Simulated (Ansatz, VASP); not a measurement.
**RbBr: VASP beside Ansatz**

```
Rb Br
1.0
     4.77109    0.00000    0.00000
    -2.38554    4.13188    0.00000
     0.00000    0.00000    8.41015
Rb Br
2 2
Direct
  0.00000 0.00000 0.00000
  0.00000 0.00000 0.50000
  0.33333 0.66667 0.25000
  0.66667 0.33333 0.75000
```

Alike in both runs: task single point; functional r2SCAN; k mesh 6 × 6 × 2; no spin polarisation.

|  | VASP | Ansatz |
| --- | --- | --- |
| version | VASP 6.6.1 | Ansatz 0.2.0 |
| potentials or method | VASP PAW PBE potentials, release 64 (Rb_sv, Br) | plane waves, PAW |
| plane-wave cutoff (eV) | 520 | 500 |
| occupations | gaussian, width 0.01 eV | fixed |
| valence electrons in the cell | 32 | 32 |

```tsv
	VASP	Ansatz	Ansatz less VASP
gap on the k mesh at the Fermi level (eV)	4.84	4.84	0.000
```

VASP's potentials were made for PBE, not for r2SCAN.
